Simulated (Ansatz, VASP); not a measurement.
## TaC in VASP and in Ansatz

```xyz
16
Lattice="0.0000 4.4754 -4.4754 4.4754 4.4754 0.0000 4.4754 0.0000 -4.4754" Properties=species:S:1:pos:R:3 pbc="T T T"
Ta    2.2377    4.4754   -2.2377
Ta    0.0000    2.2377   -2.2377
Ta    2.2377    6.7131   -4.4754
Ta    0.0000    4.4754   -4.4754
Ta    4.4754    4.4754   -4.4754
Ta    2.2377    2.2377   -4.4754
Ta    4.4754    6.7131   -6.7131
Ta    2.2377    4.4754   -6.7131
C     4.4754    4.4754   -2.2377
C     2.2377    2.2377   -2.2377
C     4.4754    6.7131   -4.4754
C     2.2377    4.4754   -4.4754
C     6.7131    4.4754   -4.4754
C     4.4754    2.2377   -4.4754
C     6.7131    6.7131   -6.7131
C     4.4754    4.4754   -6.7131
```

Alike in both runs: task single point; functional PBE; k mesh 1 × 1 × 1; occupations gaussian, width 0.1 eV; no spin polarisation.

|  | VASP | Ansatz |
| --- | --- | --- |
| version | VASP 6.6.1 | Ansatz 0.2.0 |
| potentials or method | VASP PAW PBE potentials, release 64 (Ta_sv_GW, C), cutoff 700 eV | scalar-relativistic, plane waves, PAW |
| valence electrons in the cell | 136 | 136 |

```tsv
	VASP	Ansatz	Ansatz less VASP
pressure (GPa)	10.1	10.1	+0.04
```

The functional is the same, so the differences come from potentials, cutoffs and numerics.

The k mesh is coarse, so the values compare programs but aren't converged. Spin-orbit coupling is off throughout.
